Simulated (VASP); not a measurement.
# La (C2/c) in VASP: notebook

Runs on La. Level: RPBE. Tasks: single point.

All numbers are computed with VASP 6.6.1; they aren't measurements. Logs are shortened: lines on timing, memory, paths and dates and some standing lists are left out, and cuts for length are marked.

### Step 1. The cell of the first run

It takes space group C2/c (No. 15, monoclinic). The conventional cell has a = 3.693 Å, b = 6.399 Å, c = 5.921 Å, α = 90.00°, β = 90.09°, γ = 90.00°. La (site symmetry 2) has 12 La at 3.65 to 3.69 Å within 4.8 Å.

### Step 2. Single point, RPBE (34.98 Å³/atom)

INCAR reads:

```
ALGO = Normal
EDIFF = 1E-7
ENCUT = 520
GGA = RP
ISIF = 2
ISMEAR = -1
LASPH = True
LCHARG = True
LELF = True
LREAL = False
LVHAR = True
LWAVE = False
NBANDS = 18
NELM = 100
PREC = Accurate
SIGMA = 0.1
```

KPOINTS reads:

```
k-points
0
Gamma
  11 11 6
```

POSCAR reads:

```
La
1.0
   -2.0414129068      2.4830787341      1.8199442680
    2.4830787341     -2.0414129068      1.8199442680
    4.1251025397      4.1251025397     -1.0110324964
La
2
Direct
    0.0415150446      0.9584849554      0.0000000000
    0.7084849554      0.2915150446      0.5000000000
```

Potentials or basis: VASP PAW PBE potentials, release 64 (La).

On the command line:

```console
$ cat potpaw_PBE.64/La/POTCAR > POTCAR
$ mpirun -np 1 vasp_std > vasp.out
```

OUTCAR:

```text
EDIFF = 1E-7
   ENCUT = 520
   GGA = RP
   ISIF = 2
   ISMEAR = -1
   LASPH = True
   LREAL = False
   NELM = 100
   PREC = Accurate

 ion  position               nearest neighbor table
   1  0.042  0.958  0.000-   2 3.65   2 3.65   2 3.65   2 3.65   2 3.65   2 3.65
   2  0.708  0.292  0.500-   1 3.65   1 3.65   1 3.65   1 3.65   1 3.65   1 3.65

  LATTYP: Found a base centered monoclinic cell.
 ALAT       =     3.6930916534
 B/A-ratio  =     1.7325856063
 C/A-ratio  =     1.6031925892
 COS(beta)  =    -0.0016560976

  Lattice vectors:

 A1 = (  -2.0414129068,   2.4830787341,   1.8199442680)
 A2 = (   2.4830787341,  -2.0414129068,   1.8199442680)
 A3 = (   4.1251025397,   4.1251025397,  -1.0110324964)

Analysis of symmetry for initial positions (statically):
=====================================================================
 Subroutine PRICEL returns:
 Original cell was already a primitive cell.

 Routine SETGRP: Setting up the symmetry group for a
 base centered monoclinic supercell.

 Subroutine GETGRP returns: Found  4 space group operations
 (whereof  2 operations were pure point group operations)
 out of a pool of  4 trial point group operations.

The static configuration has the point symmetry C_2 .
 The point group associated with its full space group is C_2h.

Analysis of symmetry for dynamics (positions and initial velocities):
=====================================================================
 Subroutine PRICEL returns:
 Original cell was already a primitive cell.

 Routine SETGRP: Setting up the symmetry group for a
 base centered monoclinic supercell.

 Subroutine GETGRP returns: Found  4 space group operations
 (whereof  2 operations were pure point group operations)
 out of a pool of  4 trial point group operations.

The dynamic configuration has the point symmetry C_2 .
 The point group associated with its full space group is C_2h.

 Subroutine INISYM returns: Found  4 space group operations
 (whereof  2 operations are pure point group operations),
 and found     1 'primitive' translations

----------------------------------------------------------------------------------------

                                     Primitive cell

  volume of cell :      69.9552

  direct lattice vectors                    reciprocal lattice vectors
    -2.041412907  2.483078734  1.819944268    -0.077814389  0.143204916  0.266799170
     2.483078734 -2.041412907  1.819944268     0.143204916 -0.077814389  0.266799170
     4.125102540  4.125102540 -1.011032496     0.117708497  0.117708497 -0.028565611

  length of vectors
     3.693946913  3.693946913  5.920737170     0.312641207  0.312641207  0.168898119

  position of ions in fractional coordinates (direct lattice)
     0.041515045  0.958484955  1.000000000
     0.708484955  0.291515045  0.500000000

  ion indices of the primitive-cell ions
   primitive index   ion index
                 1           1
                 2           2

----------------------------------------------------------------------------------------

 KPOINTS: k-points

Automatic generation of k-mesh.
 Grid dimensions read from file:
 generate k-points for:   11   11    6

 Generating k-lattice:

  Cartesian coordinates                     Fractional coordinates (reciprocal lattice)
    -0.007074035  0.013018629  0.024254470     0.090909091 -0.000000000  0.000000000
     0.013018629 -0.007074035  0.024254470    -0.000000000  0.090909091  0.000000000
     0.019618083  0.019618083 -0.004760935    -0.000000000 -0.000000000  0.166666667

  Length of vectors
     0.028421928  0.028421928  0.028149687

  Shift w.r.t. Gamma in fractional coordinates (k-lattice)
     0.000000000  0.000000000  0.000000000

 Subroutine IBZKPT returns following result:
 ===========================================

 Found    204 irreducible k-points:

 Following reciprocal coordinates:
            Coordinates               Weight
  0.000000  0.000000  0.000000      1.000000
  0.090909  0.000000 -0.000000      4.000000
  0.181818  0.000000  0.000000      4.000000
  0.272727  0.000000 -0.000000      4.000000
  0.363636  0.000000  0.000000      4.000000
  0.454545 -0.000000 -0.000000      4.000000
[... 16 lines left out ...]
 -0.272727  0.181818  0.000000      4.000000
 -0.181818  0.181818  0.000000      2.000000
 [... further k-points ...]
   k-points           NKPTS =    204   k-points in BZ     NKDIM =    204   number of bands    NBANDS=     18
   number of dos      NEDOS =    301   number of ions     NIONS =      2
   total plane-waves  NPLWV =  37632
   dimension x,y,z NGX =    28 NGY =   28 NGZ =   48
   dimension x,y,z NGXF=    56 NGYF=   56 NGZF=   96
   ions per type =               2
   NGX,Y,Z   is equivalent  to a cutoff of  12.60, 12.60, 13.48 a.u.
   NGXF,Y,Z  is equivalent  to a cutoff of  25.20, 25.20, 26.96 a.u.
 SYSTEM =  unknown system
   PREC   = accura    normal or accurate (medium, high low for compatibility)
   ISTART =      0    job   : 0-new  1-cont  2-samecut
   ICHARG =      2    charge: 1-file 2-atom 10-const
   ISPIN  =      1    spin polarized calculation?
   LNONCOLLINEAR =      F non collinear calculations
   LSORBIT =      F    spin-orbit coupling
   LASPH  =      T    aspherical Exc in radial PAW
   ENCUT  =  520.0 eV  38.22 Ry    6.18 a.u.   6.87  6.87 11.01*2*pi/ulx,y,z
   NELM   =    100;   NELMIN=  2; NELMDL= -5     # of ELM steps
   EDIFF  = 0.1E-06   stopping-criterion for ELM
   LREAL  =      F    real-space projection
   EDIFFG = 0.1E-05   stopping-criterion for IOM
   NSW    =      0    number of steps for IOM
   IBRION =     -1    ionic relax: 0-MD 1-quasi-New 2-CG
   NFREE  =      0    steps in history (QN), initial steepest desc. (CG)
   ISIF   =      2    stress and relaxation
   ISYM   =      2    0-nonsym 1-usesym 2-fastsym
   POTIM  = 0.5000    time-step for ionic-motion
   TEBEG  =    0.0;   TEEND  =   0.0 temperature during run
   PSTRESS=    0.0 pullay stress
   NELECT =      22.0000    total number of electrons
   NUPDOWN=      -1.0000    fix difference up-down
   EMIN   =  10.00;   EMAX   =-10.00  energy-range for DOS
   EFERMI =   0.00;   METHOD = LEGACY
   ISMEAR =    -1;   SIGMA  =   0.10  broadening in eV -4-tet -1-fermi 0-gaus
   EFERMI_NEDOS =   21; number of points for ismear=-14 and -15
   IALGO  =     38    algorithm
   IMIX   =      4    mixing-type and parameters
     AMIX     =   0.40;   BMIX     =  1.00
     AMIX_MAG =   1.60;   BMIX_MAG =  1.00
  volume/ion in A,a.u.               =      34.98       236.04
  Fermi-wavevector in a.u.,A,eV,Ry     =   1.113292  2.103817 16.863316  1.239419
  Thomas-Fermi vector in A             =   2.249875
   LORBIT       =      0    0 simple, 1 ext, 2 COOP (PROOUT), +10 PAW based schemes
   GGA     = RP    functional components
   LHFCALC =     F    Hartree Fock is set to
   AEXX    =    0.0000 exact exchange contribution
   IVDW    =     0    specifies the selected vdW correction
   LEPSILON=     F    determine dielectric tensor
   LRPA    =     F    only Hartree local field effects (RPA)
 non-spin polarized calculation
  energy-cutoff  :      520.00
  volume of cell :       69.96
 maximum number of plane-waves:      1899
   NGX = 13   NGY = 13   NGZ = 23

 number of electron      22.0000002 magnetization

 Free energy of the ion-electron system (eV)
  ---------------------------------------------------
  ext. energy  EPLUGINS =         0.00000000
  ---------------------------------------------------
  free energy    TOTEN  =        -9.00946615 eV

  energy without entropy =       -8.89016807  energy(sigma->0) =       -8.94981711

 E-fermi :   8.5367     XC(G=0):  -9.7245

 val. band max:        8.5244850509   @ k =  -0.2727  -0.4545   0.1667
 cond. band min:       8.5650923923   @ k =   0.4545   0.2727   0.5000
 fundamental gap:      0.0406073414
 Fermi energy:         8.5367247430

 k-point     1 :       0.0000    0.0000    0.0000
  band No.  band energies     occupation
      1     -24.2592      2.00000
      2     -23.9946      2.00000
      3      -8.7998      2.00000
      4      -7.3969      2.00000
      5      -7.3955      2.00000
      6      -7.1697      2.00000
[... 10 lines left out ...]
     17      10.2920      0.00000
     18      10.4332      0.00000

 k-point     2 :       0.0909    0.0000   -0.0000
  band No.  band energies     occupation
      1     -24.2428      2.00000
      2     -23.9872      2.00000
      3      -8.7597      2.00000
      4      -7.5004      2.00000
      5      -7.4296      2.00000
      6      -7.2767      2.00000
[... 10 lines left out ...]
     17      10.3092      0.00000
     18      10.3316      0.00000

 k-point     3 :       0.1818    0.0000    0.0000
  band No.  band energies     occupation
      1     -24.1976      2.00000
      2     -23.9684      2.00000
      3      -8.6447      2.00000
      4      -7.7746      2.00000
      5      -7.5477      2.00000
      6      -7.5133      2.00000
[... 10 lines left out ...]
     17      10.4040      0.00000
     18      10.4218      0.00000

 k-point     4 :       0.2727    0.0000   -0.0000
  band No.  band energies     occupation
      1     -24.1344      2.00000
      2     -23.9466      2.00000
      3      -8.4721      2.00000
      4      -8.1197      2.00000
      5      -7.8743      2.00000
      6      -7.6150      2.00000
[... 375 lines left out ...]
      4      -8.1130      2.00000
      5      -8.1053      2.00000
      6      -7.6488      2.00000
[... 10 lines left out ...]
     17      10.5549      0.00000
     18      10.6021      0.00000

 k-point    23 :      -0.2727    0.1818    0.0000
  band No.  band energies     occupation
      1     -24.1577      2.00000
      2     -23.9540      2.00000
      3      -8.5375      2.00000
      4      -7.9501      2.00000
      5      -7.8125      2.00000
      6      -7.5413      2.00000
[... 10 lines left out ...]
     17      10.3958      0.00000
     18      10.5273      0.00000

 k-point    24 :      -0.1818    0.1818    0.0000
  band No.  band energies     occupation
      1     -24.1976      2.00000
      2     -23.9685      2.00000
      3      -8.6446      2.00000
      4      -7.7751      2.00000
      5      -7.5477      2.00000
      6      -7.5122      2.00000
[... 10 lines left out ...]
     17      10.4031      0.00000
     18      10.4222      0.00000

 [... further k-points ...]
[... 5 lines left out ...]
  --------------------------------------------------------------------------------------
  -------------------------------------------------------------------------------------
  Total        1.5913139      1.5913139      1.5219191      0.0744666     -0.0128429     -0.0128429
  in kB       36.4457076     36.4457076     34.8563653      1.7055019     -0.2941391     -0.2941395
  external PRESSURE =      35.9159268 kB  Pullay stress =       0.0000000 kB

 VOLUME and BASIS-vectors are now :
 -----------------------------------------------------------------------------
  energy-cutoff  :      520.00
  volume of cell :       69.96
      direct lattice vectors                 reciprocal lattice vectors
    -2.041412907  2.483078734  1.819944268    -0.077814389  0.143204916  0.266799170
     2.483078734 -2.041412907  1.819944268     0.143204916 -0.077814389  0.266799170
     4.125102540  4.125102540 -1.011032496     0.117708497  0.117708497 -0.028565611

 POSITION                                       TOTAL-FORCE (eV/Angst)
 -----------------------------------------------------------------------------------
      2.29524     -1.85358      1.81994        -0.000379      0.000379     -0.000000
      1.34010      3.22667      1.31443         0.000379     -0.000379      0.000000
 -----------------------------------------------------------------------------------
    total drift:                                0.000000     -0.000000     -0.000000

  FREE ENERGIE OF THE ION-ELECTRON SYSTEM (eV)
  ---------------------------------------------------
  free  energy   TOTEN  =        -9.0094661535 eV

  energy  without entropy=       -8.8901680741  energy(sigma->0) =       -8.94981711
```

Wall time 3 min (1 thread of Intel Xeon 6975P-C (Granite Rapids), shared host); peak memory 0.38 GiB.

Results:

* Free energy: -9.0095 eV
* Pressure: 3.6 GPa
* Band gap on the k mesh: zero (bands 11 and 12 overlap by 1.56 eV)

Caveat: the cell stands under pressure; the PAW data sets were made with another functional, which shifts forces and pressure a little; spin-orbit coupling is left out, which moves the levels of the heavy elements.

### Step 3. Single point, RPBE (36.57 Å³/atom)

This run uses another cell than the first one, of 36.57 Å³/atom.

INCAR reads:

```
SYSTEM = La
PREC = Accurate
ENCUT = 520
EDIFF = 1E-6
ISMEAR = -1
SIGMA = 0.1
LREAL = .FALSE.
LASPH = .TRUE.
NELM = 80
ALGO = Normal
ISIF = 2
LWAVE = .FALSE.
LCHARG = .FALSE.
GGA = RP
NBANDS = 18
```

KPOINTS reads:

```
Automatic mesh
0
G
  11 11 6
  0 0 0
```

POSCAR reads:

```
La
1.0
   -2.0718862488      2.5201450754      1.8471116206
    2.5201450754     -2.0718862488      1.8471116206
    4.1866803128      4.1866803128     -1.0261247587
La
2
Direct
    0.0415150446      0.9584849554      0.0000000000
    0.7084849554      0.2915150446      0.5000000000
```

Potentials or basis: VASP PAW PBE potentials, release 64 (La).

On the command line:

```console
$ cat potpaw_PBE.64/La/POTCAR > POTCAR
$ mpirun -np 1 vasp_std > vasp.out
```

It took 2.7 min on 1 thread of Intel Xeon 6975P-C (Granite Rapids), shared host; peak memory 0.39 GiB.

It converged, with:

```yaml
Free_energy: -9.0679 eV
Pressure: 2.3 GPa
Band_gap_on_the_k_mesh: zero (bands 11 and 12 overlap by 1.50 eV)
```

Stress tensor (GPa, compression positive):
```
 2.29  0.09 -0.01
 0.09  2.29 -0.01
-0.01 -0.01  2.21
```

Levels at points of the mesh, in eV from the Fermi level:
| k point | band 8 | band 9 | band 10 | band 11 | band 12 | band 13 | band 14 | band 15 |
| --- | --- | --- | --- | --- | --- | --- | --- | --- |
| (0.00, 0.00, 0.00) | -15.80 | -3.14 | -1.76 | 1.14 | 1.32 | 1.33 | 1.57 | 1.67 |
| (0.00, 0.00, 0.50) | -15.95 | -1.81 | -1.81 | 0.62 | 0.62 | 1.37 | 1.37 | 1.37 |

Caveat: the PAW data sets were made with another functional, which shifts forces and pressure a little; spin-orbit coupling is left out, which moves the levels of the heavy elements.
